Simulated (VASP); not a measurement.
A run of VASP 6.6.1 is set up as follows.

Contents of INCAR:

```
PREC = Accurate
ENCUT = 520
EDIFF = 1E-7
ISMEAR = 0
SIGMA = 0.1
LREAL = False
LASPH = True
NELM = 100
ALGO = Normal
ISIF = 2
LWAVE = False
LCHARG = False
LDIPOL = True
IDIPOL = 3
DIPOL = 0.5 0.5 0.500
GGA = PS
NBANDS = 44
```

The input KPOINTS:

```
regular mesh
0
Gamma
  12 12 1
```

The input POSCAR:

```
TiN
1.0
    2.9726300472      0.0000000000      0.0000000000
   -1.4863150236      2.5743731369      0.0000000000
    0.0000000000      0.0000000000     25.4949979446
N Ti
4 4
Direct
    0.3333333333      0.6666666667      0.3333987325
    0.0000000000      0.0000000000      0.4285994568
    0.6666666667      0.3333333333      0.5234939495
    0.3333333333      0.6666666667      0.6204880010
    0.6666666667      0.3333333333      0.3809990946
    0.3333333333      0.6666666667      0.4761998189
    0.0000000000      0.0000000000      0.5717931278
    0.6666666667      0.3333333333      0.6620152147
```

Potentials or basis: VASP PAW PBE potentials, release 64 (N, Ti_sv).

Run with:

```console
$ cat potpaw_PBE.64/N/POTCAR potpaw_PBE.64/Ti_sv/POTCAR > POTCAR
$ mpirun -np 1 vasp_std > vasp.out
```

(1) What does it give for the band gap on the k mesh?

(2) Predict the largest force.

Answers

(1) zero (bands 34 and 35 overlap by 0.07 eV).

(2) 5.868 eV/Å.

Caveat: the PAW data sets were made with another functional, which shifts forces and pressure a little.
